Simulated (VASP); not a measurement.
# Rh (Fm-3m) in VASP: further runs, part 2 of 2

VASP 6.6.1.

## Step 3: Relaxation of cell and atoms, RPBE+D4

INCAR reads:

```
SYSTEM = Rh
PREC = Accurate ; ENCUT = 600
EDIFF = 1E-6 ; ISMEAR = -1
SIGMA = 0.05 ; LREAL = .False.
LASPH = .True. ; NELM = 60
ALGO = Normal ; ISIF = 3
LWAVE = .False. ; LCHARG = .False.
GGA = RP ; IVDW = 13
IBRION = 2 ; NSW = 80
EDIFFG = -0.01
```

KPOINTS reads:

```
regular mesh
0
Gamma
  12 12 12
  0 0 0
```

POSCAR reads:

```
Rh
1.0
    0.0000000000      1.8978500000      1.8978500000
    1.8978500000      0.0000000000      1.8978500000
    1.8978500000      1.8978500000      0.0000000000
Rh
1
Direct
    0.0000000000      0.0000000000      0.0000000000
```

Potentials or basis: VASP PAW PBE potentials, release 64 (Rh_pv).

Command:

```console
cat potpaw_PBE.64/Rh_pv/POTCAR > POTCAR
mpirun -np 1 vasp_std > vasp.out
```

It took 20 s on 1 thread of Intel Xeon Platinum 8488C (Sapphire Rapids), shared host; peak memory 0.15 GiB.

Results (log left out):

```yaml
Free_energy: -8.2502 eV
Relaxed_volume: 13.39 Å³/atom
Relaxed_cell: a = 2.665 Å, b = 2.665 Å, c = 2.665 Å, α = 60.00°, β = 60.00°, γ = 60.00°
Space_group_after_relaxing_to_0.1_Å: Fm-3m (No. 225)
Energy_gained_by_relaxing: 5.2 meV/atom
Ionic_steps: 4
Pressure_after_relaxing: 0.1 GPa
Band_gap_on_the_k_mesh: zero (an odd number of electrons rules out a gap without spin polarisation)
Dispersion_energy_per_atom: -1.678 eV
```

The path:
```tsv
step	energy change (eV)	largest force (eV/Å)	pressure (GPa)	volume (Å³)
1	0.0000	0.0000	-5.73	13.67
2	0.0285	0.0000	17.21	12.73
3	-0.0052	0.0000	-0.16	13.40
4	-0.0052	0.0000	0.06	13.39
```

Final structure:
```
CELL_PARAMETERS angstrom
0.00000 1.88468 1.88468
1.88468 0.00000 1.88468
1.88468 1.88468 0.00000
ATOMIC_POSITIONS crystal
Rh 0.00000 0.00000 0.00000
```

Levels at points of the mesh, in eV from the Fermi level:
```
           k point  band 4  band 5  band 6  band 7  band 8  band 9  band 10  band 11
(0.00, 0.00, 0.00)   -8.13   -3.22   -3.22   -3.22   -1.06   -1.06    15.98    20.47
(0.50, 0.00, 0.00)   -6.34   -3.31   -3.31    0.57    0.57    0.72     8.93    15.49
(0.50, 0.50, 0.00)   -6.58   -6.20    0.54    1.01    1.01    3.32    12.62    13.52
```

Caveat: the PAW data sets were made with another functional, which shifts forces and pressure a little.

## Step 4: Single point, PBE0, collinear spin, zero start

This run uses another cell than the first one, of 15.36 Å³/atom.

POSCAR reads:

```
Rh
1.0
    0.0000000000      1.9727902632      1.9727902632
    1.9727902632      0.0000000000      1.9727902632
    1.9727902632      1.9727902632      0.0000000000
Rh
1
Direct
    0.0000000000      0.0000000000      0.0000000000
```

INCAR.step1 reads:

```
SYSTEM = Rh
ALGO     = Normal         ! electronic algorithm
EDIFF    = 1E-5           ! SCF threshold, eV
ENCUT    = 520            ! plane-wave cutoff, eV
GGA      = PE             ! functional
ISIF     = 2              ! what is computed and relaxed
ISMEAR   = 1              ! smearing method
ISPIN    = 2              ! spin polarisation
LASPH    = .True.         ! aspherical terms in the spheres
LMAXMIX  = 4              ! l up to which the mixer works
LORBIT   = 11             ! projections on sites
LREAL    = .False.        ! projectors in reciprocal space
LWAVE    = .True.         ! write WAVECAR
MAGMOM   = 0              ! initial moments
NBANDS   = 18             ! bands
NELM     = 150            ! most SCF steps
PREC     = Accurate       ! precision mode
SIGMA    = 0.15           ! smearing width, eV
```

INCAR.step2 reads:

```
SYSTEM = Rh
AEXX     = 0.25           ! exact-exchange fraction
ALGO     = Normal         ! electronic algorithm
EDIFF    = 1E-6           ! SCF threshold, eV
ENCUT    = 520            ! plane-wave cutoff, eV
GGA      = PE             ! functional
ISIF     = 2              ! what is computed and relaxed
ISMEAR   = 1              ! smearing method
ISPIN    = 2              ! spin polarisation
ISTART   = 1            
LASPH    = .True.         ! aspherical terms in the spheres
LCHARG   = .True.         ! write CHGCAR
LELF     = .True.         ! ELF
LHFCALC  = .True.         ! exact exchange
LMAXMIX  = 4              ! l up to which the mixer works
LORBIT   = 11             ! projections on sites
LREAL    = .False.        ! projectors in reciprocal space
LVHAR    = .True.       
LWAVE    = .False.        ! write WAVECAR
MAGMOM   = 0              ! initial moments
NBANDS   = 18             ! bands
NELM     = 150            ! most SCF steps
PREC     = Accurate       ! precision mode
PRECFOCK = Normal       
SIGMA    = 0.15           ! smearing width, eV
```

KPOINTS reads:

```
k-points
0
Gamma
  7 7 7
  0 0 0
```

Potentials or basis: VASP PAW PBE potentials, release 64 (Rh_pv).

Command:

```console
cat potpaw_PBE.64/Rh_pv/POTCAR > POTCAR
cp INCAR.step1 INCAR
mpirun -np 1 vasp_std > vasp.out
cp INCAR.step2 INCAR
mpirun -np 1 vasp_std > vasp.out
```

OUTCAR:

```text
SYSTEM = Rh
   AEXX = 0.25
   EDIFF = 1E-6
   ENCUT = 520
   GGA = PE
   ISIF = 2
   ISMEAR = 1
   ISPIN = 2
   ISTART = 1
   LASPH = .True.
   LHFCALC = .True.
   LORBIT = 11
   LREAL = .False.
   NELM = 150
   PREC = Accurate
   PRECFOCK = Normal

 ion  position               nearest neighbor table
   1  0.000  0.000  0.000-

  LATTYP: Found a face centered cubic cell.
 ALAT       =     3.9455805264

[... 1051 lines left out ...]
  Direction    XX          YY          ZZ          XY          YZ          ZX
  --------------------------------------------------------------------------------------
  -------------------------------------------------------------------------------------
  Total       -2.6752392     -2.6752392     -2.6752392      0.0000000     -0.0000000      0.0000000
  in kB     -279.1261069   -279.1261069   -279.1261069      0.0000000     -0.0000000      0.0000000
  external PRESSURE =    -279.1261069 kB  Pullay stress =       0.0000000 kB

 VOLUME and BASIS-vectors are now :
 -----------------------------------------------------------------------------
  energy-cutoff  :      520.00
  volume of cell :       15.36
      direct lattice vectors                 reciprocal lattice vectors
     0.000000000  1.972790263  1.972790263    -0.253448128  0.253448128  0.253448128
     1.972790263  0.000000000  1.972790263     0.253448128 -0.253448128  0.253448128
     1.972790263  1.972790263  0.000000000     0.253448128  0.253448128 -0.253448128

 POSITION                                       TOTAL-FORCE (eV/Angst)
 -----------------------------------------------------------------------------------
      0.00000      0.00000      0.00000         0.000000      0.000000      0.000000
 -----------------------------------------------------------------------------------
    total drift:                                0.000000     -0.000000     -0.000000

  FREE ENERGIE OF THE ION-ELECTRON SYSTEM (eV)
  ---------------------------------------------------
  free  energy   TOTEN  =        -9.2193659262 eV

  energy  without entropy=       -9.2190104257  energy(sigma->0) =       -9.21924743

 total charge

# of ion       s       p       d       tot
------------------------------------------
    1        0.363   6.226   7.050  13.639

 magnetization (x)

# of ion       s       p       d       tot
------------------------------------------
    1       -0.000  -0.000   0.010   0.010
```

Run time: 70 min. Hardware: 1 thread of Intel Xeon Platinum 8375C at 2.90GHz (Ice Lake), shared host; peak memory 0.16 GiB.

Results:

```yaml
Free_energy: -9.2194 eV
Pressure: -27.9 GPa
Net_moment: 0.01 μB per cell
Valence_electrons_inside_the_program's_atomic_spheres: Rh 13.64
```

Levels at points of the mesh, in eV from the Fermi level:
Spin up:
| k point | band 3 | band 4 | band 5 | band 6 | band 7 | band 8 | band 9 | band 10 | band 11 | band 12 |
| --- | --- | --- | --- | --- | --- | --- | --- | --- | --- | --- |
| (0.00, 0.00, 0.00) | -49.41 | -8.05 | -3.32 | -3.32 | -3.32 | -1.78 | -1.78 | 17.79 | 22.90 | 22.90 |
Spin down:
| k point | band 5 | band 6 | band 7 | band 8 | band 9 | band 10 |
| --- | --- | --- | --- | --- | --- | --- |
| (0.00, 0.00, 0.00) | -3.32 | -3.32 | -3.32 | -1.75 | -1.75 | 17.79 |

Caveat: the k points lie up to 0.39 Å⁻¹ apart; the PAW data sets were made with another functional, which shifts forces and pressure a little.

## Step 5: Overview

```csv
task,level,spin,cell,k mesh,cutoff (eV),smearing,grid for exact exchange (PRECFOCK),share of exact exchange,gap on the mesh (eV),pressure (GPa),relaxed volume (Å³/atom)
relaxation of cell and atoms,RPBE,off,"relaxed from a = 2.684 Å, angles 60.0°, 1 atom",12 × 12 × 12,600,fermi-dirac 0.05 eV,-,-,none,0.0,14.30
relaxation of cell and atoms,RPBE+D4,off,"relaxed from a = 2.684 Å, angles 60.0°, 1 atom",12 × 12 × 12,600,fermi-dirac 0.05 eV,-,-,none,0.1,13.39
single point,PBE0,"collinear, zero start","a = 2.790 Å, angles 60.0°, 1 atom",7 × 7 × 7,520,methfessel-paxton 0.15 eV,Normal,0.25,none,-27.9,-
```

Alike in all rows: potentials or basis VASP PAW PBE potentials, release 64 (Rh_pv).

Caveats: some runs use coarse meshes; the PAW data sets were made with another functional, which shifts forces and pressure a little.

Absolute energies hang on the potentials; compare differences alone.
